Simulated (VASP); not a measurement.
# BN in VASP: further runs

BN is run at these levels: PBE; tasks: single point.

Program: VASP 6.6.1. These are calculated values, not measurements. Logs are shortened: lines on timing, memory, paths and dates and some standing lists are left out, and cuts for length are marked.

## 1. The cell of the first run

Symmetry: P2_1/c, No. 14, monoclinic system. Conventional cell: a = 2.830 Å, b = 4.423 Å, c = 5.171 Å, α = 90.00°, β = 121.25°, γ = 90.00°. B (site symmetry 1) has 4 N at 1.60 to 1.68 Å and 1 B at 2.18 Å within 2.2 Å. Within 2.1 Å of N (site symmetry 1) lie 4 B at 1.60 to 1.68 Å.

## 2. Single point, PBE (engineering shear strain xz -0.0350, normal strain along z +0.1100)

The input, INCAR:

```
PREC = Accurate
ENCUT = 600
EDIFF = 1E-6
ISMEAR = 0
SIGMA = 0.05
LREAL = F
LASPH = T
NELM = 120
ALGO = Normal
ISIF = 2
LWAVE = F
LCHARG = F
GGA = PE
NBANDS = 26
GGA_COMPAT = F
```

The input, KPOINTS:

```
regular mesh
0
Gamma
  6 6 10
```

The input, POSCAR:

```
BN
1.0
    4.4226829661      0.0000000000     -0.0773969519
    0.0000000000      4.4226829661      0.0000000000
   -0.0446108864      0.0000000000      2.8296047952
B N
4 4
Direct
    0.1742811368      0.8257188632      0.5000000000
    0.3257188632      0.3257188632      0.0000000000
    0.6742811368      0.6742811368      0.0000000000
    0.8257188632      0.1742811368      0.5000000000
    0.8126115048      0.8126115048      0.5000000000
    0.3126115048      0.6873884952      0.0000000000
    0.6873884952      0.3126115048      0.0000000000
    0.1873884952      0.1873884952      0.5000000000
```

Potentials or basis: VASP PAW PBE potentials, release 64 (B, N).

Run with:

```
cat potpaw_PBE.64/B/POTCAR potpaw_PBE.64/N/POTCAR > POTCAR
mpirun -np 1 vasp_std > vasp.out
```

OUTCAR:

```text
PREC = Accurate
   ENCUT = 600
   EDIFF = 1E-6
   ISMEAR = 0
   LREAL = F
   LASPH = T
   NELM = 120
   ISIF = 2
   GGA = PE

 ion  position               nearest neighbor table
   1  0.174  0.826  0.500-   8 1.60   5 1.60   6 1.64   6 1.68
   2  0.326  0.326  0.000-   6 1.60   7 1.60   8 1.64   8 1.68
   3  0.674  0.674  0.000-   7 1.60   6 1.60   5 1.64   5 1.68
   4  0.826  0.174  0.500-   5 1.60   8 1.60   7 1.64   7 1.68
   5  0.813  0.813  0.500-   4 1.60   1 1.60   3 1.64   3 1.68
   6  0.313  0.687  0.000-   2 1.60   3 1.60   1 1.64   1 1.68
   7  0.687  0.313  0.000-   3 1.60   2 1.60   4 1.64   4 1.68
   8  0.187  0.187  0.500-   1 1.60   4 1.60   2 1.64   2 1.68

  LATTYP: Found a simple monoclinic cell.
 ALAT       =     2.8299564357
 B/A-ratio  =     1.5628095579
 C/A-ratio  =     1.5630488448
 COS(beta)  =    -0.0332565403

  Lattice vectors:

 A1 = (  -0.0446108864,   0.0000000000,   2.8296047952)
 A2 = (   0.0000000000,  -4.4226829661,   0.0000000000)
 A3 = (   4.4226829661,   0.0000000000,  -0.0773969519)

Analysis of symmetry for initial positions (statically):
=====================================================================
 Subroutine PRICEL returns:
 Original cell was already a primitive cell.

 Routine SETGRP: Setting up the symmetry group for a
 simple monoclinic supercell.

 Subroutine GETGRP returns: Found  4 space group operations
 (whereof  2 operations were pure point group operations)
 out of a pool of  4 trial point group operations.

The static configuration has the point symmetry S_2 .
 The point group associated with its full space group is C_2h.

Analysis of symmetry for dynamics (positions and initial velocities):
=====================================================================
 Subroutine PRICEL returns:
 Original cell was already a primitive cell.

 Routine SETGRP: Setting up the symmetry group for a
 simple monoclinic supercell.

 Subroutine GETGRP returns: Found  4 space group operations
 (whereof  2 operations were pure point group operations)
 out of a pool of  4 trial point group operations.

The dynamic configuration has the point symmetry S_2 .
 The point group associated with its full space group is C_2h.

 Subroutine INISYM returns: Found  4 space group operations
 (whereof  2 operations are pure point group operations),
 and found     1 'primitive' translations

----------------------------------------------------------------------------------------
[... 105 lines left out ...]
   EDIFF  = 0.1E-05   stopping-criterion for ELM
   LREAL  =      F    real-space projection
   EDIFFG = 0.1E-04   stopping-criterion for IOM
   NSW    =      0    number of steps for IOM
   IBRION =     -1    ionic relax: 0-MD 1-quasi-New 2-CG
   NFREE  =      0    steps in history (QN), initial steepest desc. (CG)
   ISIF   =      2    stress and relaxation
   ISYM   =      2    0-nonsym 1-usesym 2-fastsym
   POTIM  = 0.5000    time-step for ionic-motion
   TEBEG  =    0.0;   TEEND  =   0.0 temperature during run
   PSTRESS=    0.0 pullay stress
   NELECT =      32.0000    total number of electrons
   NUPDOWN=      -1.0000    fix difference up-down
   EMIN   =  10.00;   EMAX   =-10.00  energy-range for DOS
   EFERMI =   0.00;   METHOD = LEGACY
   ISMEAR =     0;   SIGMA  =   0.05  broadening in eV -4-tet -1-fermi 0-gaus
   EFERMI_NEDOS =   21; number of points for ismear=-14 and -15
   IALGO  =     38    algorithm
   IMIX   =      4    mixing-type and parameters
     AMIX     =   0.40;   BMIX     =  1.00
     AMIX_MAG =   1.60;   BMIX_MAG =  1.00
  volume/ion in A,a.u.               =       6.92        46.67
  Fermi-wavevector in a.u.,A,eV,Ry     =   1.363952  2.577495 25.311790  1.860364
  Thomas-Fermi vector in A             =   2.490310
   LORBIT       =      0    0 simple, 1 ext, 2 COOP (PROOUT), +10 PAW based schemes
   GGA     = PE    functional components
   LHFCALC =     F    Hartree Fock is set to
   AEXX    =    0.0000 exact exchange contribution
   IVDW    =     0    specifies the selected vdW correction
   LEPSILON=     F    determine dielectric tensor
   LRPA    =     F    only Hartree local field effects (RPA)
 non-spin polarized calculation
 Gauss-broadening in eV      SIGMA  =   0.05
  energy-cutoff  :      600.00
  volume of cell :       55.33
 maximum number of plane-waves:      1867
   NGX = 17   NGY = 17   NGZ = 11

 number of electron      32.0000005 magnetization

 Free energy of the ion-electron system (eV)
  ---------------------------------------------------
  ext. energy  EPLUGINS =         0.00000000
  ---------------------------------------------------
  free energy    TOTEN  =       -67.53340794 eV

  energy without entropy =      -67.53340794  energy(sigma->0) =      -67.53340794

 E-fermi :   6.1679     XC(G=0): -11.9682

 val. band max:        5.8699591882   @ k =   0.0000   0.0000   0.0000
 cond. band min:       9.9830175169   @ k =   0.0000   0.0000   0.0000
 fundamental gap:      4.1130583286
 Fermi energy:         6.1678730943

 k-point     1 :       0.0000    0.0000    0.0000
  band No.  band energies     occupation
      1     -13.3139      2.00000
      2      -9.4631      2.00000
      3      -9.2565      2.00000
      4      -9.2499      2.00000
      5      -2.7622      2.00000
      6      -2.4626      2.00000
[... 685 lines left out ...]
     25      16.4522      0.00000
     26      17.0781      0.00000

 [... further k-points ...]
[... 5 lines left out ...]
  --------------------------------------------------------------------------------------
  -------------------------------------------------------------------------------------
  Total       -2.4484468     -2.5479439    -25.4020384      0.0000000      0.0000000      3.3238232
  in kB      -70.8963198    -73.7773208   -735.5320291      0.0000000      0.0000000     96.2433942
  external PRESSURE =    -293.4018899 kB  Pullay stress =       0.0000000 kB

 VOLUME and BASIS-vectors are now :
 -----------------------------------------------------------------------------
  energy-cutoff  :      600.00
  volume of cell :       55.33
      direct lattice vectors                 reciprocal lattice vectors
     4.422682966  0.000000000 -0.077396952     0.226169496  0.000000000  0.003565735
     0.000000000  4.422682966  0.000000000     0.000000000  0.226107096  0.000000000
    -0.044610886  0.000000000  2.829604795     0.006186316  0.000000000  0.353503775

 POSITION                                       TOTAL-FORCE (eV/Angst)
 -----------------------------------------------------------------------------------
      0.74848      3.65189      1.40131        -0.129570      0.130384      0.144857
      1.44055      1.44055     -0.02521         0.129570      0.130384     -0.144857
      2.98213      2.98213     -0.05219        -0.129570     -0.130384      0.144857
      3.62959      0.77079      1.35089         0.129570     -0.130384     -0.144857
      3.57162      3.59392      1.35191        -0.227250     -0.219500     -0.045036
      1.38258      3.04010     -0.02420        -0.227250      0.219500     -0.045036
      3.04010      1.38258     -0.05320         0.227250     -0.219500      0.045036
      0.80645      0.82876      1.40030         0.227250      0.219500      0.045036
 -----------------------------------------------------------------------------------
    total drift:                                0.000000     -0.000000      0.000000

  FREE ENERGIE OF THE ION-ELECTRON SYSTEM (eV)
  ---------------------------------------------------
  free  energy   TOTEN  =       -67.5334079353 eV

  energy  without entropy=      -67.5334079353  energy(sigma->0) =      -67.53340794
```

OSZICAR:

```text
N       E                     dE             d eps       ncg     rms          rms(c)
DAV:   1     0.128497565302E+03    0.12850E+03   -0.17992E+04  6656   0.133E+03
DAV:   2    -0.627515323093E+02   -0.19125E+03   -0.17835E+03  8794   0.302E+02
DAV:   3    -0.711048640589E+02   -0.83533E+01   -0.82888E+01  9138   0.597E+01
DAV:   4    -0.711808360323E+02   -0.75972E-01   -0.75846E-01  8550   0.587E+00
DAV:   5    -0.711819447163E+02   -0.11087E-02   -0.11078E-02  9036   0.675E-01    0.125E+01
DAV:   6    -0.677347315949E+02    0.34472E+01   -0.93087E+00  8574   0.182E+01    0.556E+00
DAV:   7    -0.675780247993E+02    0.15671E+00   -0.50157E-01  8460   0.468E+00    0.359E+00
DAV:   8    -0.675362272773E+02    0.41798E-01   -0.15013E-01  7746   0.240E+00    0.399E-01
DAV:   9    -0.675326227077E+02    0.36046E-02   -0.14391E-02  8664   0.892E-01    0.180E-01
DAV:  10    -0.675333151714E+02   -0.69246E-03   -0.16710E-03  8302   0.259E-01    0.607E-02
DAV:  11    -0.675333892304E+02   -0.74059E-04   -0.24935E-04  8562   0.102E-01    0.276E-02
DAV:  12    -0.675334069776E+02   -0.17747E-04   -0.34334E-05  8328   0.407E-02    0.662E-03
DAV:  13    -0.675334079353E+02   -0.95777E-06   -0.36058E-06  8604   0.136E-02
   1 F= -.67533408E+02 E0= -.67533408E+02  d E =-.299399E-19
```

stdout:

```text
POSCAR found type information on POSCAR B N
 POSCAR found :  2 types and       8 ions
 scaLAPACK will be used
 LDA part: xc-table for (Slater+PW92), standard interpolation
 POSCAR, INCAR and KPOINTS ok, starting setup
 FFT: planning ... GRIDC
 FFT: planning ... GRID_SOFT
 FFT: planning ... GRID
 WAVECAR not read
 entering main loop
```

Wall time 2.8 min (1 thread of Oxide Virtual Turin-like, shared host); peak memory 0.26 GiB.

Results:

* Free energy: -67.5334 eV
* Pressure: -29.3 GPa
* Largest force: 0.319 eV/Å
* Band gap on the k mesh: 4.11 eV

Forces in eV/Å, atoms in the order of the input:
```
B   -0.130  0.130  0.145
B    0.130  0.130 -0.145
B   -0.130 -0.130  0.145
B    0.130 -0.130 -0.145
N   -0.227 -0.220 -0.045
N   -0.227  0.220 -0.045
N    0.227 -0.220  0.045
N    0.227  0.220  0.045
```

Stress tensor (GPa, compression positive):
```
 -7.09   0.00   9.62
  0.00  -7.38   0.00
  9.62   0.00 -73.55
```

Caveat: the cell differs from its parent crystal (engineering shear strain xz -0.0350, normal strain along z +0.1100); the stress differs along the axes, from -74 to -7 GPa.

(Continued in part 2 of 2.)
